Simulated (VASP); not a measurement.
# Zr2N (P4_2/mnm) in VASP: a series of runs

Zr2N is run at these levels: PBEsol; tasks: single point.

Program: VASP 6.6.1. These are calculated values, not measurements. Logs are shortened: lines on timing, memory, paths and dates and some standing lists are left out, and cuts for length are marked.

## 1. The cell of the first run

It takes space group P4_2/mnm (No. 136, tetragonal). Conventional cell: a = 5.255 Å, b = 5.255 Å, c = 3.212 Å, α = 90.00°, β = 90.00°, γ = 90.00°. Zr (site symmetry m2m) has 3 N at 2.19 to 2.21 Å within 2.9 Å. Within 2.9 Å of N (site symmetry mmm) lie 6 Zr at 2.19 to 2.21 Å.

## 2. Single point, PBEsol (14.79 Å³/atom)

Input file INCAR:

```
SYSTEM = Zr2N
PREC     = Accurate       ! precision mode
ENCUT    = 520            ! plane-wave cutoff, eV
EDIFF    = 1E-6           ! SCF threshold, eV
ISMEAR   = 0              ! smearing method
SIGMA    = 0.1            ! smearing width, eV
LREAL    = .False.        ! projectors in reciprocal space
LASPH    = .True.         ! aspherical terms in the spheres
NELM     = 100            ! most SCF steps
ALGO     = Normal         ! electronic algorithm
ISIF     = 2              ! what is computed and relaxed
LWAVE    = .False.        ! write WAVECAR
LCHARG   = .False.        ! write CHGCAR
GGA      = PS             ! functional
NBANDS   = 38             ! bands
```

Input file KPOINTS:

```
regular mesh
0
Gamma
  8 8 10
  0 0 0
```

Input file POSCAR:

```
Zr2N
1.0
    5.2554113202      0.0000000000      0.0000000000
    0.0000000000      5.2554113202      0.0000000000
    0.0000000000      0.0000000000      3.2119358818
Zr N
4 2
Direct
    0.2950342733      0.2950342733      0.0000000000
    0.7049657267      0.7049657267      0.0000000000
    0.7950342733      0.2049657267      0.5000000000
    0.2049657267      0.7950342733      0.5000000000
    0.0000000000      0.0000000000      0.0000000000
    0.5000000000      0.5000000000      0.5000000000
```

Potentials or basis: VASP PAW PBE potentials, release 64 (Zr_sv, N).

Command:

```sh
cat potpaw_PBE.64/Zr_sv/POTCAR potpaw_PBE.64/N/POTCAR > POTCAR
mpirun -np 1 vasp_std > vasp.out
```

OUTCAR:

```text
SYSTEM = Zr2N
   PREC = Accurate
   ENCUT = 520
   EDIFF = 1E-6
   ISMEAR = 0
   LREAL = .False.
   LASPH = .True.
   NELM = 100
   ISIF = 2
   GGA = PS

 ion  position               nearest neighbor table
   1  0.295  0.295  0.000-   5 2.19   6 2.21   6 2.21   2 3.05   4 3.12   3 3.12   4 3.12   3 3.12
                             4 3.12   4 3.12   3 3.12   3 3.12   2 3.78   2 3.78
   2  0.705  0.705  0.000-   5 2.19   6 2.21   6 2.21   1 3.05   4 3.12   3 3.12   4 3.12   3 3.12
                             3 3.12   3 3.12   4 3.12   4 3.12   1 3.78   1 3.78
   3  0.795  0.205  0.500-   6 2.19   5 2.21   5 2.21   4 3.05   1 3.12   1 3.12   2 3.12   2 3.12
                             2 3.12   2 3.12   1 3.12   1 3.12   4 3.78   4 3.78
   4  0.205  0.795  0.500-   6 2.19   5 2.21   5 2.21   3 3.05   1 3.12   1 3.12   2 3.12   2 3.12
                             1 3.12   1 3.12   2 3.12   2 3.12   3 3.78   3 3.78
   5  0.000  0.000  0.000-   1 2.19   2 2.19   3 2.21   4 2.21   3 2.21   4 2.21
   6  0.500  0.500  0.500-   3 2.19   4 2.19   1 2.21   2 2.21   1 2.21   2 2.21

  LATTYP: Found a simple tetragonal cell.
 ALAT       =     5.2554113202
 C/A-ratio  =     0.6111673637

  Lattice vectors:

 A1 = (   5.2554113202,   0.0000000000,   0.0000000000)
 A2 = (   0.0000000000,   5.2554113202,   0.0000000000)
 A3 = (   0.0000000000,   0.0000000000,   3.2119358818)

Analysis of symmetry for initial positions (statically):
=====================================================================
 Subroutine PRICEL returns:
 Original cell was already a primitive cell.

 Routine SETGRP: Setting up the symmetry group for a
 simple tetragonal supercell.

 Subroutine GETGRP returns: Found 16 space group operations
 (whereof  8 operations were pure point group operations)
 out of a pool of 16 trial point group operations.

The static configuration has the point symmetry D_2h.
 The point group associated with its full space group is D_4h.

Analysis of symmetry for dynamics (positions and initial velocities):
=====================================================================
 Subroutine PRICEL returns:
 Original cell was already a primitive cell.

 Routine SETGRP: Setting up the symmetry group for a
 simple tetragonal supercell.

 Subroutine GETGRP returns: Found 16 space group operations
 (whereof  8 operations were pure point group operations)
 out of a pool of 16 trial point group operations.

[... 111 lines left out ...]
   EDIFFG = 0.1E-04   stopping-criterion for IOM
   NSW    =      0    number of steps for IOM
   IBRION =     -1    ionic relax: 0-MD 1-quasi-New 2-CG
   NFREE  =      0    steps in history (QN), initial steepest desc. (CG)
   ISIF   =      2    stress and relaxation
   ISYM   =      2    0-nonsym 1-usesym 2-fastsym
   POTIM  = 0.5000    time-step for ionic-motion
   TEBEG  =    0.0;   TEEND  =   0.0 temperature during run
   PSTRESS=    0.0 pullay stress
   NELECT =      58.0000    total number of electrons
   NUPDOWN=      -1.0000    fix difference up-down
   EMIN   =  10.00;   EMAX   =-10.00  energy-range for DOS
   EFERMI =   0.00;   METHOD = LEGACY
   ISMEAR =     0;   SIGMA  =   0.10  broadening in eV -4-tet -1-fermi 0-gaus
   EFERMI_NEDOS =   21; number of points for ismear=-14 and -15
   IALGO  =     38    algorithm
   IMIX   =      4    mixing-type and parameters
     AMIX     =   0.40;   BMIX     =  1.00
     AMIX_MAG =   1.60;   BMIX_MAG =  1.00
  volume/ion in A,a.u.               =      14.79        99.78
  Fermi-wavevector in a.u.,A,eV,Ry     =   1.420880  2.685074 27.468801  2.018900
  Thomas-Fermi vector in A             =   2.541749
   LORBIT       =      0    0 simple, 1 ext, 2 COOP (PROOUT), +10 PAW based schemes
   GGA     = PS    functional components
   LHFCALC =     F    Hartree Fock is set to
   AEXX    =    0.0000 exact exchange contribution
   IVDW    =     0    specifies the selected vdW correction
   LEPSILON=     F    determine dielectric tensor
   LRPA    =     F    only Hartree local field effects (RPA)
 non-spin polarized calculation
 Gauss-broadening in eV      SIGMA  =   0.10
  energy-cutoff  :      520.00
  volume of cell :       88.71
 maximum number of plane-waves:      2416
 NGX is ok and might be reduce to    40
   NGX = 19   NGY = 19   NGZ = 11

 number of electron      57.9999995 magnetization

 Free energy of the ion-electron system (eV)
  ---------------------------------------------------
  ext. energy  EPLUGINS =         0.00000000
  ---------------------------------------------------
  free energy    TOTEN  =       -61.58543443 eV

  energy without entropy =      -61.57185821  energy(sigma->0) =      -61.57864632

 E-fermi :  10.6030     XC(G=0): -12.2669

 val. band max:       10.5967695697   @ k =   0.1250   0.1250   0.2000
 cond. band min:      10.6041084018   @ k =   0.2500   0.2500   0.2000
 fundamental gap:      0.0073388320
 Fermi energy:        10.6030065041

 k-point     1 :       0.0000    0.0000    0.0000
  band No.  band energies     occupation
      1     -37.7646      2.00000
      2     -37.5616      2.00000
      3     -37.5616      2.00000
      4     -37.4733      2.00000
      5     -17.0379      2.00000
      6     -16.2309      2.00000
[... 973 lines left out ...]
     37      14.4170      0.00000
     38      14.4170      0.00000

 [... further k-points ...]

------------------------ aborting loop because EDIFF is reached ----------------------------------------

  FORCE on cell =-STRESS in cart. coord.  units (eV):
  Direction    XX          YY          ZZ          XY          YZ          ZX
  --------------------------------------------------------------------------------------
  -------------------------------------------------------------------------------------
  Total        7.4052689      7.4052689      7.3806563      0.0000000      0.0000000      0.0000000
  in kB      133.7430193    133.7430193    133.2985033      0.0000000      0.0000000      0.0000000
  external PRESSURE =     133.5948473 kB  Pullay stress =       0.0000000 kB

 VOLUME and BASIS-vectors are now :
 -----------------------------------------------------------------------------
  energy-cutoff  :      520.00
  volume of cell :       88.71
      direct lattice vectors                 reciprocal lattice vectors
     5.255411320  0.000000000  0.000000000     0.190280064  0.000000000  0.000000000
     0.000000000  5.255411320  0.000000000     0.000000000  0.190280064  0.000000000
     0.000000000  0.000000000  3.211935882     0.000000000  0.000000000  0.311338718

 POSITION                                       TOTAL-FORCE (eV/Angst)
 -----------------------------------------------------------------------------------
      1.55053      1.55053      0.00000        -0.002886     -0.002886      0.000000
      3.70488      3.70488      0.00000         0.002886      0.002886     -0.000000
      4.17823      1.07718      1.60597        -0.002886      0.002886     -0.000000
      1.07718      4.17823      1.60597         0.002886     -0.002886      0.000000
      0.00000      0.00000      0.00000         0.000000      0.000000      0.000000
      2.62771      2.62771      1.60597         0.000000      0.000000      0.000000
 -----------------------------------------------------------------------------------
    total drift:                                0.000000      0.000000     -0.000000

  FREE ENERGIE OF THE ION-ELECTRON SYSTEM (eV)
  ---------------------------------------------------
  free  energy   TOTEN  =       -61.5854344308 eV

  energy  without entropy=      -61.5718582116  energy(sigma->0) =      -61.57864632
```

stdout:

```text
POSCAR found type information on POSCAR ZrN
 POSCAR found :  2 types and       6 ions
 scaLAPACK will be used
 -----------------------------------------------------------------------------
|                                                                             |
|                                                                             |
|     You enforced a specific xc type in the INCAR file but a different       |
|     I HOPE YOU KNOW WHAT YOU ARE DOING!                                     |
|                                                                             |
 -----------------------------------------------------------------------------

 LDA part: xc-table for (Slater+PW92), standard interpolation
 POSCAR, INCAR and KPOINTS ok, starting setup
 FFT: planning ... GRIDC
 FFT: planning ... GRID_SOFT
 FFT: planning ... GRID
 WAVECAR not read
 entering main loop
```

It took 1.8 min on 1 thread of Intel Xeon 6975P-C (Granite Rapids), shared host; peak memory 0.34 GiB.

Results:

```
Free energy            : -61.5854 eV
Pressure               : 13.4 GPa
Largest force          : 0.004 eV/Å
Band gap on the k mesh : zero (bands 29 and 30 overlap by 2.74 eV)
```

Forces on the atoms (eV/Å):
```
Zr  -0.003 -0.003  0.000
Zr   0.003  0.003  0.000
Zr  -0.003  0.003  0.000
Zr   0.003 -0.003  0.000
N    0.000  0.000  0.000
N    0.000  0.000  0.000
```

Levels at points of the mesh, in eV from the Fermi level:
| k point | band 27 | band 28 | band 29 | band 30 | band 31 | band 32 |
| --- | --- | --- | --- | --- | --- | --- |
| (0.00, 0.00, 0.00) | 0.53 | 0.56 | 0.74 | 1.10 | 1.10 | 1.42 |
| (0.50, 0.00, 0.00) | -1.05 | -1.05 | 1.58 | 1.58 | 1.59 | 1.59 |
| (0.50, 0.50, 0.00) | -1.19 | -1.19 | 0.93 | 0.93 | 1.43 | 1.43 |
| (0.00, 0.00, 0.50) | -1.18 | -1.18 | -1.16 | -1.16 | 2.04 | 2.04 |
| (0.50, 0.00, 0.50) | -0.84 | -0.84 | -0.79 | -0.79 | 1.63 | 1.63 |
| (0.50, 0.50, 0.50) | -1.07 | -1.07 | -0.10 | -0.10 | 1.34 | 1.34 |

Caveat: the cell stands under pressure; the PAW data sets were made with another functional, which shifts forces and pressure a little.

(Part 1 of 2 ends here.)

The gap in the log of VASP goes by the Fermi energy; the results here count the filled bands.